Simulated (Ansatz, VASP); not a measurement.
One calculation of Ni, two programs

File INCAR:

```
  ALGO = Normal
  EDIFF = 1E-6
  ENCUT = 520
  GGA = PE
  ISIF = 2
  ISMEAR = 0
  ISPIN = 2
  LASPH = T
  LCHARG = F
  LMAXMIX = 4
  LORBIT = 11
  LREAL = F
  LWAVE = F
  MAGMOM = 1 1
  NBANDS = 21
  NELM = 150
  PREC = Accurate
  SIGMA = 0.018000000000000002
```

File KPOINTS:

```
k-points
0
Gamma
  12 12 7
```

Contents of POSCAR:

```
Ni
1.0
    2.4480228978      0.0000000000      0.0000000000
   -1.2240114489      2.1200500186      0.0000000000
    0.0000000000      0.0000000000      4.0728075700
Ni
2
Direct
    0.6666666667      0.3333333333      0.7500000000
    0.3333333333      0.6666666667      0.2500000000
```

input.yaml

```yaml
crystal:
  lattice:
    - [2.4480228978, 0.0, 0.0]
    - [-1.2240114489, 2.1200500186, 0.0]
    - [0.0, 0.0, 4.07280757]
  atoms:
    - { symbol: Ni, position: [0.6666666667, 0.3333333333, 0.75], spin: 1.0 }
    - { symbol: Ni, position: [0.3333333333, 0.6666666667, 0.25], spin: 1.0 }
hamiltonian:
  xc: pbe
  pseudopotentials: { kind: paw }
magnetization:
  spin_polarized: true
kpoints:
  mp_grid: { grid: [12, 12, 7] }
scf:
  occupations: { method: gaussian, width: 0.018 }
output:
  forces: true
  stress: true
  eigenvalues: true
```

Alike in both runs: task single point; functional PBE; k mesh 12 × 12 × 7; occupations gaussian, width 0.018 eV; collinear spin.

```csv
,VASP,Ansatz
version,VASP 6.6.1,Ansatz 0.2.0
potentials or method,"VASP PAW PBE potentials, release 64 (Ni)",Ansatz PAW
plane-wave cutoff (eV),520,420
valence electrons in the cell,20,36
```

Ansatz gave:

```
gap on the k mesh at the Fermi level (eV)                     : none
pressure (GPa)                                                : 7.3
traceless stress, the component that is largest in VASP (GPa) : -2.52
net moment per atom (μB)                                      : 0.67
size of the moment on the site where the two differ most (μB) : 0.71
```

Question: Estimate VASP's values.

Answer: gap on the k mesh at the Fermi level (eV): none; pressure (GPa): 6.9; traceless stress, the component that is largest in VASP (GPa): -2.33; net moment per atom (μB): 0.63; size of the moment on the site where the two differ most (μB): 0.64.

Site moments also hang on the region over which each program counts them. A gap of «none» marks a metal or a gap that the smearing closes. VASP's potentials hold 20 valence electrons a cell and Ansatz's 36, so a difference there can come from the potentials and not from the codes.
